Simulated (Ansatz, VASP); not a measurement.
# ZrSn3O8: VASP beside Ansatz

INCAR

```
PREC     = Accurate       # precision mode
ENCUT    = 520            # plane-wave cutoff, eV
EDIFF    = 1E-6           # SCF threshold, eV
ISMEAR   = -1             # smearing method
SIGMA    = 0.02           # smearing width, eV
LREAL    = F              # projectors in reciprocal space
LASPH    = T              # aspherical terms in the spheres
NELM     = 100            # most SCF steps
ALGO     = Normal         # electronic algorithm
ISIF     = 2              # what is computed and relaxed
LWAVE    = F              # write WAVECAR
LCHARG   = F              # write CHGCAR
GGA      = PE             # functional
NBANDS   = 63             # bands
```

The input KPOINTS:

```
Automatic mesh
0
Gamma
  6 6 4
```

File POSCAR:

```
ZrSn3O8
1.0
    3.3797418775     -3.3960898038      0.0000000000
    3.3797418775      3.3960898038      0.0000000000
    0.0000000000      0.0000000000      6.4349649799
Sn Zr O
3 1 8
Direct
    0.5000000000      0.5000000000      0.2515781336
    0.5000000000      0.5000000000      0.7484218664
    0.0000000000      0.0000000000      0.5000000000
    0.0000000000      0.0000000000      0.0000000000
    0.1957695853      0.1957695853      0.2530272809
    0.8042304147      0.8042304147      0.2530272809
    0.6914935274      0.3085064726      0.0000000000
    0.3085064726      0.6914935274      0.0000000000
    0.1957695853      0.1957695853      0.7469727191
    0.8042304147      0.8042304147      0.7469727191
    0.6953476248      0.3046523752      0.5000000000
    0.3046523752      0.6953476248      0.5000000000
```

Input for Ansatz:

```yaml
crystal:
  lattice:
    - [3.3797418775, -3.3960898038, 0.0]
    - [3.3797418775, 3.3960898038, 0.0]
    - [0.0, 0.0, 6.4349649799]
  atoms:
    - { symbol: Sn, position: [0.5, 0.5, 0.2515781336] }
    - { symbol: Zr, position: [0.0, 0.0, 0.0] }
    - { symbol: O, position: [0.1957695853, 0.1957695853, 0.2530272809] }
    - { symbol: O, position: [0.8042304147, 0.8042304147, 0.2530272809] }
    - { symbol: O, position: [0.6914935274, 0.3085064726, 0.0] }
    - { symbol: O, position: [0.3085064726, 0.6914935274, 0.0] }
    - { symbol: Sn, position: [0.5, 0.5, 0.7484218664] }
    - { symbol: Sn, position: [0.0, 0.0, 0.5] }
    - { symbol: O, position: [0.1957695853, 0.1957695853, 0.7469727191] }
    - { symbol: O, position: [0.8042304147, 0.8042304147, 0.7469727191] }
    - { symbol: O, position: [0.6953476248, 0.3046523752, 0.5] }
    - { symbol: O, position: [0.3046523752, 0.6953476248, 0.5] }
kpoints:
  mp_grid: { grid: [6, 6, 4] }
  band_path:
    path:
      - [[0.0, 0.0, 0.0], [-0.5, 0.5, 0.0], [-0.4975989181939, 0.5024010818061, 0.0]]
      - [[0.4975989181939, 0.4975989181939, 0.0], [0.0, 0.0, 0.0], [0.0, 0.0, 0.5], [0.4975989181939, 0.4975989181939, 0.5]]
      - [[-0.4975989181939, 0.5024010818061, 0.5], [-0.5, 0.5, 0.5], [-0.5, 0.5, 0.0]]
      - [[0.0, 0.0, 0.0], [-3.734584328471e-18, 0.5, 0.0], [-3.734584328471e-18, 0.5, 0.5], [0.0, 0.0, 0.5], [-0.5, 0.5, 0.5]]
    npoints: 10
hamiltonian:
  xc: pbe
scf:
  occupations: { method: fermi_dirac, width: 0.02 }
  n_extra_bands: 7
output:
  forces: true
  stress: true
  eigenvalues: true
  write_density: true
  write_potential: true
  elf: true
  volumetric_format: npy
```

Alike in both runs: task single point; functional PBE; k mesh 6 × 6 × 4; occupations fermi-dirac, width 0.02 eV; no spin polarisation.

|  | VASP | Ansatz |
| --- | --- | --- |
| version | VASP 6.6.1 | Ansatz 0.2.0 |
| potentials or method | VASP PAW PBE potentials, release 64 (Sn_d, Zr_sv, O) | plane waves, PAW |
| plane-wave cutoff (eV) | 520 | 420 |
| valence electrons in the cell | 102 | 102 |

```csv
,VASP,Ansatz,Ansatz less VASP
gap on the k mesh at the Fermi level (eV),2.08,2.09,+0.010
pressure (GPa),7.1,6.5,-0.57
rms of the force components (eV/Å),0.103,0.093,-0.0093
```
